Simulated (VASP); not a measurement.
# GaSb (F-43m) in VASP: notebook

GaSb is run at these levels: PBE; tasks: single point.

Program: VASP 6.6.1. These are calculated values, not measurements. Logs are shortened: lines on timing, memory, paths and dates and some standing lists are left out, and cuts for length are marked.

## (1) The cell of the first run

Symmetry: F-43m, No. 216, cubic system. Conventional cell: a = 5.860 Å, b = 5.860 Å, c = 5.860 Å, α = 90.00°, β = 90.00°, γ = 90.00°. Ga (site symmetry -43m) has 4 Sb at 2.54 Å within 3.3 Å. Sb (site symmetry -43m) has 4 Ga at 2.54 Å within 3.3 Å.

## (2) Single point, PBE

Input file INCAR:

```
  PREC = Accurate
  ENCUT = 520
  EDIFF = 1E-6
  ISMEAR = 0
  SIGMA = 0.1
  LREAL = F
  LASPH = T
  NELM = 80
  ALGO = Normal
  ISIF = 2
  LWAVE = F
  LCHARG = F
  GGA = PE
  NBANDS = 16
```

Input file KPOINTS:

```
Automatic mesh
0
Gamma
  12 12 12
```

Input file POSCAR:

```
GaSb
1.0
    0.0000000000      2.9300556741      2.9300556741
    2.9300556741      0.0000000000      2.9300556741
    2.9300556741      2.9300556741      0.0000000000
Ga Sb
1 1
Direct
    0.0000000000      0.0000000000      0.0000000000
    0.7500000000      0.7500000000      0.7500000000
```

Potentials or basis: VASP PAW PBE potentials, release 64 (Ga_d, Sb).

On the command line:

```console
$ cat potpaw_PBE.64/Ga_d/POTCAR potpaw_PBE.64/Sb/POTCAR > POTCAR
$ mpirun -np 1 vasp_std > vasp.out
```

OUTCAR:

```text
PREC = Accurate
   ENCUT = 520
   EDIFF = 1E-6
   ISMEAR = 0
   LREAL = F
   LASPH = T
   NELM = 80
   ISIF = 2
   GGA = PE

 ion  position               nearest neighbor table
   1  0.000  0.000  0.000-   2 2.54   2 2.54   2 2.54   2 2.54
   2  0.750  0.750  0.750-   1 2.54   1 2.54   1 2.54   1 2.54

  LATTYP: Found a face centered cubic cell.
 ALAT       =     5.8601113482

  Lattice vectors:

 A1 = (   0.0000000000,   2.9300556741,   2.9300556741)
 A2 = (   2.9300556741,   0.0000000000,   2.9300556741)
 A3 = (   2.9300556741,   2.9300556741,   0.0000000000)

Analysis of symmetry for initial positions (statically):
=====================================================================
 Subroutine PRICEL returns:
 Original cell was already a primitive cell.

 Routine SETGRP: Setting up the symmetry group for a
 face centered cubic supercell.

 Subroutine GETGRP returns: Found 24 space group operations
 (whereof 24 operations were pure point group operations)
 out of a pool of 48 trial point group operations.

The static configuration has the point symmetry T_d .

Analysis of symmetry for dynamics (positions and initial velocities):
=====================================================================
 Subroutine PRICEL returns:
 Original cell was already a primitive cell.

 Routine SETGRP: Setting up the symmetry group for a
 face centered cubic supercell.

 Subroutine GETGRP returns: Found 24 space group operations
 (whereof 24 operations were pure point group operations)
 out of a pool of 48 trial point group operations.

The dynamic configuration has the point symmetry T_d .

 Subroutine INISYM returns: Found 24 space group operations
 (whereof 24 operations are pure point group operations),
 and found     1 'primitive' translations

----------------------------------------------------------------------------------------

                                     Primitive cell

  volume of cell :      50.3104

  direct lattice vectors                    reciprocal lattice vectors
     0.000000000  2.930055674  2.930055674    -0.170645222  0.170645222  0.170645222
     2.930055674  0.000000000  2.930055674     0.170645222 -0.170645222  0.170645222
     2.930055674  2.930055674  0.000000000     0.170645222  0.170645222 -0.170645222

  length of vectors
     4.143724473  4.143724473  4.143724473     0.295566194  0.295566194  0.295566194

  position of ions in fractional coordinates (direct lattice)
     0.000000000  0.000000000  0.000000000
     0.750000000  0.750000000  0.750000000

  ion indices of the primitive-cell ions
   primitive index   ion index
                 1           1
                 2           2

----------------------------------------------------------------------------------------

 KPOINTS: Automatic mesh

Automatic generation of k-mesh.
 Grid dimensions read from file:
 generate k-points for:   12   12   12

 Generating k-lattice:

  Cartesian coordinates                     Fractional coordinates (reciprocal lattice)
    -0.014220435  0.014220435  0.014220435     0.083333333  0.000000000  0.000000000
     0.014220435 -0.014220435  0.014220435     0.000000000  0.083333333  0.000000000
     0.014220435  0.014220435 -0.014220435     0.000000000  0.000000000  0.083333333

  Length of vectors
     0.024630516  0.024630516  0.024630516

  Shift w.r.t. Gamma in fractional coordinates (k-lattice)
     0.000000000  0.000000000  0.000000000

 Subroutine IBZKPT returns following result:
 ===========================================

 Found     72 irreducible k-points:

 Following reciprocal coordinates:
            Coordinates               Weight
  0.000000  0.000000  0.000000      1.000000
  0.083333  0.000000  0.000000      8.000000
  0.166667  0.000000  0.000000      8.000000
  0.250000  0.000000  0.000000      8.000000
  0.333333  0.000000  0.000000      8.000000
  0.416667  0.000000  0.000000      8.000000
[... 16 lines left out ...]
  0.500000  0.166667  0.000000     24.000000
 -0.416667  0.166667  0.000000     24.000000
 [... further k-points ...]
   k-points           NKPTS =     72   k-points in BZ     NKDIM =     72   number of bands    NBANDS=     16
   number of dos      NEDOS =    301   number of ions     NIONS =      2
   total plane-waves  NPLWV =  32768
   dimension x,y,z NGX =    32 NGY =   32 NGZ =   32
   dimension x,y,z NGXF=    64 NGYF=   64 NGZF=   64
   ions per type =               1   1
   NGX,Y,Z   is equivalent  to a cutoff of  12.84, 12.84, 12.84 a.u.
   NGXF,Y,Z  is equivalent  to a cutoff of  25.68, 25.68, 25.68 a.u.
 SYSTEM =  unknown system
   PREC   = accura    normal or accurate (medium, high low for compatibility)
   ISTART =      0    job   : 0-new  1-cont  2-samecut
   ICHARG =      2    charge: 1-file 2-atom 10-const
   ISPIN  =      1    spin polarized calculation?
   LNONCOLLINEAR =      F non collinear calculations
   LSORBIT =      F    spin-orbit coupling
   LASPH  =      T    aspherical Exc in radial PAW
   ENCUT  =  520.0 eV  38.22 Ry    6.18 a.u.   7.70  7.70  7.70*2*pi/ulx,y,z
   NELM   =     80;   NELMIN=  2; NELMDL= -5     # of ELM steps
   EDIFF  = 0.1E-05   stopping-criterion for ELM
   LREAL  =      F    real-space projection
   EDIFFG = 0.1E-04   stopping-criterion for IOM
   NSW    =      0    number of steps for IOM
   IBRION =     -1    ionic relax: 0-MD 1-quasi-New 2-CG
   NFREE  =      0    steps in history (QN), initial steepest desc. (CG)
   ISIF   =      2    stress and relaxation
   ISYM   =      2    0-nonsym 1-usesym 2-fastsym
   POTIM  = 0.5000    time-step for ionic-motion
   TEBEG  =    0.0;   TEEND  =   0.0 temperature during run
   PSTRESS=    0.0 pullay stress
   NELECT =      18.0000    total number of electrons
   NUPDOWN=      -1.0000    fix difference up-down
   EMIN   =  10.00;   EMAX   =-10.00  energy-range for DOS
   EFERMI =   0.00;   METHOD = LEGACY
   ISMEAR =     0;   SIGMA  =   0.10  broadening in eV -4-tet -1-fermi 0-gaus
   EFERMI_NEDOS =   21; number of points for ismear=-14 and -15
   IALGO  =     38    algorithm
   IMIX   =      4    mixing-type and parameters
     AMIX     =   0.40;   BMIX     =  1.00
     AMIX_MAG =   1.60;   BMIX_MAG =  1.00
  volume/ion in A,a.u.               =      25.16       169.76
  Fermi-wavevector in a.u.,A,eV,Ry     =   1.162197  2.196234 18.377418  1.350702
  Thomas-Fermi vector in A             =   2.298761
   LORBIT       =      0    0 simple, 1 ext, 2 COOP (PROOUT), +10 PAW based schemes
   GGA     = PE    functional components
   LHFCALC =     F    Hartree Fock is set to
   AEXX    =    0.0000 exact exchange contribution
   IVDW    =     0    specifies the selected vdW correction
   LEPSILON=     F    determine dielectric tensor
   LRPA    =     F    only Hartree local field effects (RPA)
 non-spin polarized calculation
 Gauss-broadening in eV      SIGMA  =   0.10
  energy-cutoff  :      520.00
  volume of cell :       50.31
 maximum number of plane-waves:      1375
   NGX = 15   NGY = 15   NGZ = 15

 number of electron      17.9999999 magnetization

 Free energy of the ion-electron system (eV)
  ---------------------------------------------------
  ext. energy  EPLUGINS =         0.00000000
  ---------------------------------------------------
  free energy    TOTEN  =        -7.06250140 eV

  energy without entropy =       -7.06250139  energy(sigma->0) =       -7.06250140

 E-fermi :   6.6150     XC(G=0):  -9.6672

 val. band max:        6.2934248196   @ k =   0.0000   0.0000   0.0000
 cond. band min:       6.9473936807   @ k =   0.4167   0.4167   0.0000
 fundamental gap:      0.6539688610
 Fermi energy:         6.6150336630

 k-point     1 :       0.0000    0.0000    0.0000
  band No.  band energies     occupation
      1      -9.0553      2.00000
      2      -9.0553      2.00000
      3      -9.0553      2.00000
      4      -8.9821      2.00000
      5      -8.9821      2.00000
      6      -6.1635      2.00000
[... 8 lines left out ...]
     15      15.1284      0.00000
     16      15.1284      0.00000

 k-point     2 :       0.0833    0.0000    0.0000
  band No.  band energies     occupation
      1      -9.0587      2.00000
      2      -9.0540      2.00000
      3      -9.0540      2.00000
      4      -8.9823      2.00000
      5      -8.9823      2.00000
      6      -6.0799      2.00000
[... 8 lines left out ...]
     15      14.4895      0.00000
     16      14.4895      0.00000

 k-point     3 :       0.1667    0.0000    0.0000
  band No.  band energies     occupation
      1      -9.0678      2.00000
      2      -9.0505      2.00000
      3      -9.0505      2.00000
      4      -8.9827      2.00000
      5      -8.9827      2.00000
      6      -5.8332      2.00000
[... 8 lines left out ...]
     15      13.9586      0.00000
     16      13.9586      0.00000

 k-point     4 :       0.2500    0.0000    0.0000
  band No.  band energies     occupation
      1      -9.0798      2.00000
      2      -9.0461      2.00000
      3      -9.0461      2.00000
      4      -8.9830      2.00000
      5      -8.9830      2.00000
      6      -5.4386      2.00000
[... 8 lines left out ...]
     15      13.9620      0.00000
     16      13.9620      0.00000

 k-point     5 :       0.3333    0.0000    0.0000
  band No.  band energies     occupation
      1      -9.0914      2.00000
      2      -9.0421      2.00000
      3      -9.0421      2.00000
      4      -8.9827      2.00000
      5      -8.9827      2.00000
      6      -4.9349      2.00000
[... 8 lines left out ...]
     15      14.5859      0.00000
     16      14.5859      0.00000

 k-point     6 :       0.4167    0.0000    0.0000
  band No.  band energies     occupation
      1      -9.0996      2.00000
      2      -9.0396      2.00000
      3      -9.0395      2.00000
      4      -8.9822      2.00000
      5      -8.9822      2.00000
      6      -4.4284      2.00000
[... 8 lines left out ...]
     15      15.6572      0.00000
     16      15.6572      0.00000

 k-point     7 :       0.5000    0.0000    0.0000
  band No.  band energies     occupation
      1      -9.1026      2.00000
      2      -9.0387      2.00000
      3      -9.0387      2.00000
      4      -8.9820      2.00000
      5      -8.9820      2.00000
      6      -4.1827      2.00000
[... 8 lines left out ...]
     15      16.6189      0.00000
     16      16.6189      0.00000

 k-point     8 :       0.0833    0.0833    0.0000
  band No.  band energies     occupation
      1      -9.0612      2.00000
      2      -9.0528      2.00000
      3      -9.0528      2.00000
      4      -8.9831      2.00000
      5      -8.9817      2.00000
      6      -6.0519      2.00000
[... 8 lines left out ...]
     15      13.7488      0.00000
     16      15.2209      0.00000

 k-point     9 :       0.1667    0.0833    0.0000
  band No.  band energies     occupation
      1      -9.0688      2.00000
      2      -9.0500      2.00000
      3      -9.0494      2.00000
      4      -8.9842      2.00000
      5      -8.9815      2.00000
      6      -5.8592      2.00000
[... 8 lines left out ...]
     15      13.6243      0.00000
     16      14.8175      0.00000
[... 172 lines left out ...]
 k-point    19 :       0.1667    0.1667    0.0000
  band No.  band energies     occupation
      1      -9.0762      2.00000
      2      -9.0459      2.00000
      3      -9.0459      2.00000
      4      -8.9863      2.00000
      5      -8.9807      2.00000
      6      -5.7213      2.00000
[... 8 lines left out ...]
     15      14.1446      0.00000
     16      15.4990      0.00000

 k-point    20 :       0.2500    0.1667    0.0000
  band No.  band energies     occupation
      1      -9.0856      2.00000
      2      -9.0418      2.00000
      3      -9.0412      2.00000
      4      -8.9883      2.00000
      5      -8.9803      2.00000
      6      -5.4265      2.00000
[... 8 lines left out ...]
     15      14.9834      0.00000
     16      15.4399      0.00000

 k-point    21 :       0.3333    0.1667    0.0000
  band No.  band energies     occupation
      1      -9.0949      2.00000
      2      -9.0385      2.00000
      3      -9.0368      2.00000
      4      -8.9892      2.00000
      5      -8.9801      2.00000
      6      -4.9955      2.00000
[... 8 lines left out ...]
     15      15.2406      0.00000
     16      15.7367      0.00000

 k-point    22 :       0.4167    0.1667    0.0000
  band No.  band energies     occupation
      1      -9.1023      2.00000
      2      -9.0363      2.00000
      3      -9.0337      2.00000
      4      -8.9887      2.00000
      5      -8.9803      2.00000
      6      -4.4819      2.00000
[... 8 lines left out ...]
     15      16.2620      0.00000
     16      16.5615      0.00000

 k-point    23 :       0.5000    0.1667    0.0000
  band No.  band energies     occupation
      1      -9.1065      2.00000
      2      -9.0353      2.00000
      3      -9.0326      2.00000
      4      -8.9871      2.00000
      5      -8.9812      2.00000
      6      -4.0340      2.00000
[... 8 lines left out ...]
     15      16.6640      0.00000
     16      16.6869      0.00000

 k-point    24 :      -0.4167    0.1667    0.0000
  band No.  band energies     occupation
      1      -9.1064      2.00000
      2      -9.0352      2.00000
      3      -9.0334      2.00000
      4      -8.9852      2.00000
      5      -8.9828      2.00000
      6      -3.9559      2.00000
[... 8 lines left out ...]
     15      15.2646      0.00000
     16      15.7718      0.00000

 [... further k-points ...]

------------------------ aborting loop because EDIFF is reached ----------------------------------------

  FORCE on cell =-STRESS in cart. coord.  units (eV):
  Direction    XX          YY          ZZ          XY          YZ          ZX
  --------------------------------------------------------------------------------------
  -------------------------------------------------------------------------------------
  Total        3.7931224      3.7931224      3.7931224      0.0000000      0.0000000      0.0000000
  in kB      120.7952422    120.7952422    120.7952422      0.0000000      0.0000000      0.0000000
  external PRESSURE =     120.7952422 kB  Pullay stress =       0.0000000 kB

 VOLUME and BASIS-vectors are now :
 -----------------------------------------------------------------------------
  energy-cutoff  :      520.00
  volume of cell :       50.31
      direct lattice vectors                 reciprocal lattice vectors
     0.000000000  2.930055674  2.930055674    -0.170645222  0.170645222  0.170645222
     2.930055674  0.000000000  2.930055674     0.170645222 -0.170645222  0.170645222
     2.930055674  2.930055674  0.000000000     0.170645222  0.170645222 -0.170645222

 POSITION                                       TOTAL-FORCE (eV/Angst)
 -----------------------------------------------------------------------------------
      0.00000      0.00000      0.00000         0.000000     -0.000000     -0.000000
      4.39508      4.39508      4.39508        -0.000000      0.000000      0.000000
 -----------------------------------------------------------------------------------
    total drift:                               -0.000001     -0.000001     -0.000001

  FREE ENERGIE OF THE ION-ELECTRON SYSTEM (eV)
  ---------------------------------------------------
  free  energy   TOTEN  =        -7.0625013987 eV

  energy  without entropy=       -7.0625013923  energy(sigma->0) =       -7.06250140
```

It took 33 s on 1 thread of Intel Xeon 6975P-C, shared host; peak memory 0.21 GiB.

Results:

| Item | Value |
| --- | --- |
| Free energy | -7.0625 eV |
| Pressure | 12.1 GPa |
| Band gap on the k mesh | 0.65 eV, indirect (least direct gap 1.00 eV) |

Caveat: spin-orbit coupling is left out, which moves the levels of the heavy elements. PBE gaps usually lie below the measured ones, often by a third to a half.

(Continued in part 2 of 2.)
